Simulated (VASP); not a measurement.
# Cs in VASP: single point with PBE

Aim: the single point of Cs with PBE.

Program: VASP 6.6.1. These are calculated values, not measurements. Logs are shortened: lines on timing, memory, paths and dates and some standing lists are left out, and cuts for length are marked.

### 1 The cell of the first run

The cell holds a slab with vacuum, 5 atoms: a = 5.330 Å, b = 5.330 Å, c = 37.407 Å, α = 90.00°, β = 90.00°, γ = 109.47°.

### 2 Single point, PBE

INCAR reads:

```
  ALGO = Normal
  EDIFF = 1E-7
  ENCUT = 520
  GGA = PE
  ISIF = 2
  ISMEAR = -1
  LASPH = True
  LCHARG = True
  LELF = True
  LREAL = False
  LVHAR = True
  LWAVE = False
  NBANDS = 30
  NELM = 80
  PREC = Accurate
  SIGMA = 0.08
```

KPOINTS reads:

```
k-points
0
Gamma
  7 7 1
```

POSCAR reads:

```
Cs
1.0
    5.3297906112      0.0000000000      0.0000000000
   -1.7765968704      5.0249747780      0.0000000000
    0.0000000000      0.0000000000     37.4070000000
Cs
5
Direct
    0.0000000000      0.0000000000      0.2673293337
    0.5000000000      0.5000000000      0.3836646665
    0.0000000000      0.0000000000      0.5000000000
    0.5000000000      0.5000000000      0.6163353335
    0.0000000000      0.0000000000      0.7326706663
```

Potentials or basis: VASP PAW PBE potentials, release 64 (Cs_sv).

The run is started by

```console
> cat potpaw_PBE.64/Cs_sv/POTCAR > POTCAR
> mpirun -np 1 vasp_std > vasp.out
```

OUTCAR:

```text
EDIFF = 1E-7
   ENCUT = 520
   GGA = PE
   ISIF = 2
   ISMEAR = -1
   LASPH = True
   LREAL = False
   NELM = 80
   PREC = Accurate

 ion  position               nearest neighbor table
   1  0.000  0.000  0.267-
   2  0.500  0.500  0.384-
   3  0.000  0.000  0.500-
   4  0.500  0.500  0.616-
   5  0.000  0.000  0.733-

  LATTYP: Found a base centered orthorhombic cell.
 ALAT       =     6.1543120882
 B/A-ratio  =     1.4142135624
 C/A-ratio  =     6.0781772948

  Lattice vectors:

 A1 = (   5.3297906112,   0.0000000000,   0.0000000000)
 A2 = (  -1.7765968704,   5.0249747780,   0.0000000000)
 A3 = (   0.0000000000,   0.0000000000,  37.4070000000)

Analysis of symmetry for initial positions (statically):
=====================================================================
 Subroutine PRICEL returns:
 Original cell was already a primitive cell.

 Routine SETGRP: Setting up the symmetry group for a
 base centered orthorhombic supercell.

 Subroutine GETGRP returns: Found  8 space group operations
 (whereof  8 operations were pure point group operations)
 out of a pool of  8 trial point group operations.

The static configuration has the point symmetry D_2h.

Analysis of symmetry for dynamics (positions and initial velocities):
=====================================================================
 Subroutine PRICEL returns:
 Original cell was already a primitive cell.

 Routine SETGRP: Setting up the symmetry group for a
 base centered orthorhombic supercell.

 Subroutine GETGRP returns: Found  8 space group operations
 (whereof  8 operations were pure point group operations)
 out of a pool of  8 trial point group operations.

The dynamic configuration has the point symmetry D_2h.

 Subroutine INISYM returns: Found  8 space group operations
 (whereof  8 operations are pure point group operations),
 and found     1 'primitive' translations

----------------------------------------------------------------------------------------

                                     Primitive cell

  volume of cell :    1001.8366

  direct lattice vectors                    reciprocal lattice vectors
     5.329790611  0.000000000  0.000000000     0.187624632  0.066335325  0.000000000
    -1.776596870  5.024974778  0.000000000     0.000000000  0.199005974  0.000000000
     0.000000000  0.000000000 37.407000000     0.000000000  0.000000000  0.026732964

  length of vectors
     5.329790611  5.329790611 37.407000000     0.199005974  0.199005974  0.026732964

  position of ions in fractional coordinates (direct lattice)
     0.000000000  0.000000000  0.267329334
     0.500000000  0.500000000  0.383664667
     0.000000000  0.000000000  0.500000000
     0.500000000  0.500000000  0.616335333
     0.000000000  0.000000000  0.732670666

  ion indices of the primitive-cell ions
   primitive index   ion index
                 1           1
                 2           2
                 3           3
                 4           4
                 5           5

----------------------------------------------------------------------------------------

 KPOINTS: k-points

Automatic generation of k-mesh.
 Grid dimensions read from file:
 generate k-points for:    7    7    1

 Generating k-lattice:

  Cartesian coordinates                     Fractional coordinates (reciprocal lattice)
     0.026803519  0.009476475  0.000000000     0.142857143  0.000000000  0.000000000
     0.000000000  0.028429425  0.000000000     0.000000000  0.142857143  0.000000000
     0.000000000  0.000000000  0.026732964     0.000000000  0.000000000  1.000000000

  Length of vectors
     0.028429425  0.028429425  0.026732964

  Shift w.r.t. Gamma in fractional coordinates (k-lattice)
     0.000000000  0.000000000  0.000000000

 Subroutine IBZKPT returns following result:
 ===========================================

 Found     16 irreducible k-points:

 Following reciprocal coordinates:
            Coordinates               Weight
  0.000000  0.000000  0.000000      1.000000
  0.142857  0.000000  0.000000      4.000000
  0.285714  0.000000  0.000000      4.000000
  0.428571  0.000000  0.000000      4.000000
  0.142857  0.142857  0.000000      2.000000
  0.285714  0.142857  0.000000      4.000000
[... 8 lines left out ...]
  0.428571  0.428571  0.000000      2.000000
 -0.428571  0.428571  0.000000      2.000000
   k-points           NKPTS =     16   k-points in BZ     NKDIM =     16   number of bands    NBANDS=     30
   number of dos      NEDOS =    301   number of ions     NIONS =      5
   total plane-waves  NPLWV = 448000
   dimension x,y,z NGX =    40 NGY =   40 NGZ =  280
   dimension x,y,z NGXF=    80 NGYF=   80 NGZF=  560
   ions per type =               5
   NGX,Y,Z   is equivalent  to a cutoff of  12.48, 12.48, 12.44 a.u.
   NGXF,Y,Z  is equivalent  to a cutoff of  24.95, 24.95, 24.89 a.u.
 SYSTEM =  unknown system
   PREC   = accura    normal or accurate (medium, high low for compatibility)
   ISTART =      0    job   : 0-new  1-cont  2-samecut
   ICHARG =      2    charge: 1-file 2-atom 10-const
   ISPIN  =      1    spin polarized calculation?
   LNONCOLLINEAR =      F non collinear calculations
   LSORBIT =      F    spin-orbit coupling
   LASPH  =      T    aspherical Exc in radial PAW
   ENCUT  =  520.0 eV  38.22 Ry    6.18 a.u.   9.91  9.91 69.55*2*pi/ulx,y,z
   NELM   =     80;   NELMIN=  2; NELMDL= -5     # of ELM steps
   EDIFF  = 0.1E-06   stopping-criterion for ELM
   LREAL  =      F    real-space projection
   EDIFFG = 0.1E-05   stopping-criterion for IOM
   NSW    =      0    number of steps for IOM
   IBRION =     -1    ionic relax: 0-MD 1-quasi-New 2-CG
   NFREE  =      0    steps in history (QN), initial steepest desc. (CG)
   ISIF   =      2    stress and relaxation
   ISYM   =      2    0-nonsym 1-usesym 2-fastsym
   POTIM  = 0.5000    time-step for ionic-motion
   TEBEG  =    0.0;   TEEND  =   0.0 temperature during run
   PSTRESS=    0.0 pullay stress
   NELECT =      45.0000    total number of electrons
   NUPDOWN=      -1.0000    fix difference up-down
   EMIN   =  10.00;   EMAX   =-10.00  energy-range for DOS
   EFERMI =   0.00;   METHOD = LEGACY
   ISMEAR =    -1;   SIGMA  =   0.08  broadening in eV -4-tet -1-fermi 0-gaus
   EFERMI_NEDOS =   21; number of points for ismear=-14 and -15
   IALGO  =     38    algorithm
   IMIX   =      4    mixing-type and parameters
     AMIX     =   0.40;   BMIX     =  1.00
     AMIX_MAG =   1.60;   BMIX_MAG =  1.00
  volume/ion in A,a.u.               =     200.37      1352.15
  Fermi-wavevector in a.u.,A,eV,Ry     =   0.581942  1.099712  4.607708  0.338657
  Thomas-Fermi vector in A             =   1.626649
   LORBIT       =      0    0 simple, 1 ext, 2 COOP (PROOUT), +10 PAW based schemes
   GGA     = PE    functional components
   LHFCALC =     F    Hartree Fock is set to
   AEXX    =    0.0000 exact exchange contribution
   IVDW    =     0    specifies the selected vdW correction
   LEPSILON=     F    determine dielectric tensor
   LRPA    =     F    only Hartree local field effects (RPA)
 non-spin polarized calculation
  energy-cutoff  :      520.00
  volume of cell :     1001.84
 maximum number of plane-waves:     27086
   NGX = 19   NGY = 19   NGZ =139

 number of electron      45.0000003 magnetization

 Free energy of the ion-electron system (eV)
  ---------------------------------------------------
  ext. energy  EPLUGINS =         0.00000000
  ---------------------------------------------------
  free energy    TOTEN  =        -4.11390593 eV

  energy without entropy =       -3.98522635  energy(sigma->0) =       -4.04956614

 E-fermi :  -0.5912     XC(G=0):  -3.4673

 val. band max:       -0.6011724318   @ k =  -0.4286   0.1429   0.0000
 cond. band min:      -0.5866513281   @ k =   0.4286   0.0000   0.0000
 fundamental gap:      0.0145211037
 Fermi energy:        -0.5911898769

 k-point     1 :       0.0000    0.0000    0.0000
  band No.  band energies     occupation
      1     -24.6249      2.00000
      2     -24.6249      2.00000
      3     -24.4493      2.00000
      4     -24.4342      2.00000
      5     -24.4339      2.00000
      6     -11.4590      2.00000
[... 22 lines left out ...]
     29       0.9767      0.00000
     30       1.0850      0.00000

 k-point     2 :       0.1429    0.0000    0.0000
  band No.  band energies     occupation
      1     -24.6243      2.00000
      2     -24.6243      2.00000
      3     -24.4487      2.00000
      4     -24.4336      2.00000
      5     -24.4333      2.00000
      6     -11.4565      2.00000
[... 22 lines left out ...]
     29       0.9557      0.00000
     30       0.9975      0.00000

 k-point     3 :       0.2857    0.0000    0.0000
  band No.  band energies     occupation
      1     -24.6230      2.00000
      2     -24.6230      2.00000
      3     -24.4472      2.00000
      4     -24.4323      2.00000
      5     -24.4321      2.00000
      6     -11.4511      2.00000
[... 22 lines left out ...]
     29       0.6268      0.00000
     30       0.7589      0.00000

 k-point     4 :       0.4286    0.0000    0.0000
  band No.  band energies     occupation
      1     -24.6219      2.00000
      2     -24.6219      2.00000
      3     -24.4461      2.00000
      4     -24.4312      2.00000
      5     -24.4312      2.00000
      6     -11.4614      2.00000
[... 352 lines left out ...]
     29       0.8797      0.00000
     30       0.9946      0.00000

 k-point    15 :       0.4286    0.4286    0.0000
  band No.  band energies     occupation
      1     -24.6195      2.00000
      2     -24.6195      2.00000
      3     -24.4438      2.00000
      4     -24.4288      2.00000
      5     -24.4286      2.00000
      6     -11.4681      2.00000
[... 22 lines left out ...]
     29       0.2536      0.00005
     30       0.8274      0.00000

 k-point    16 :      -0.4286    0.4286    0.0000
  band No.  band energies     occupation
      1     -24.6196      2.00000
      2     -24.6196      2.00000
      3     -24.4439      2.00000
      4     -24.4289      2.00000
      5     -24.4287      2.00000
      6     -11.4686      2.00000
[... 22 lines left out ...]
     29       0.3867      0.00001
     30       0.7243      0.00000

------------------------ aborting loop because EDIFF is reached ----------------------------------------

  FORCE on cell =-STRESS in cart. coord.  units (eV):
  Direction    XX          YY          ZZ          XY          YZ          ZX
  --------------------------------------------------------------------------------------
  -------------------------------------------------------------------------------------
  Total       -0.0992151     -0.1651985     -0.0431212     -0.0933146      0.0000000      0.0000000
  in kB       -0.1586687     -0.2641920     -0.0689611     -0.1492325      0.0000000      0.0000000
  external PRESSURE =      -0.1639406 kB  Pullay stress =       0.0000000 kB

 VOLUME and BASIS-vectors are now :
 -----------------------------------------------------------------------------
  energy-cutoff  :      520.00
  volume of cell :     1001.84
      direct lattice vectors                 reciprocal lattice vectors
     5.329790611  0.000000000  0.000000000     0.187624632  0.066335325  0.000000000
    -1.776596870  5.024974778  0.000000000     0.000000000  0.199005974  0.000000000
     0.000000000  0.000000000 37.407000000     0.000000000  0.000000000  0.026732964

 POSITION                                       TOTAL-FORCE (eV/Angst)
 -----------------------------------------------------------------------------------
      0.00000      0.00000      9.99999         0.000000      0.000000      0.004287
      1.77660      2.51249     14.35174         0.000000      0.000000     -0.005165
      0.00000      0.00000     18.70350        -0.000000      0.000000      0.000000
      1.77660      2.51249     23.05526         0.000000      0.000000      0.005165
      0.00000      0.00000     27.40701        -0.000000     -0.000000     -0.004287
 -----------------------------------------------------------------------------------
    total drift:                                0.000000      0.000000      0.000000

  FREE ENERGIE OF THE ION-ELECTRON SYSTEM (eV)
  ---------------------------------------------------
  free  energy   TOTEN  =        -4.1139059252 eV

  energy  without entropy=       -3.9852263475  energy(sigma->0) =       -4.04956614
```

It took 22 min on 1 thread of Oxide Virtual Turin-like, shared host; peak memory 0.98 GiB.

Results:

```yaml
Free_energy: -4.1139 eV
Largest_force: 0.005 eV/Å
```

Forces in eV/Å, atoms in the order of the input:
```
Cs   0.000  0.000  0.004
Cs   0.000  0.000 -0.005
Cs   0.000  0.000  0.000
Cs   0.000  0.000  0.005
Cs   0.000  0.000 -0.004
```

Caveat: spin-orbit coupling is left out, which moves the levels of the heavy elements.
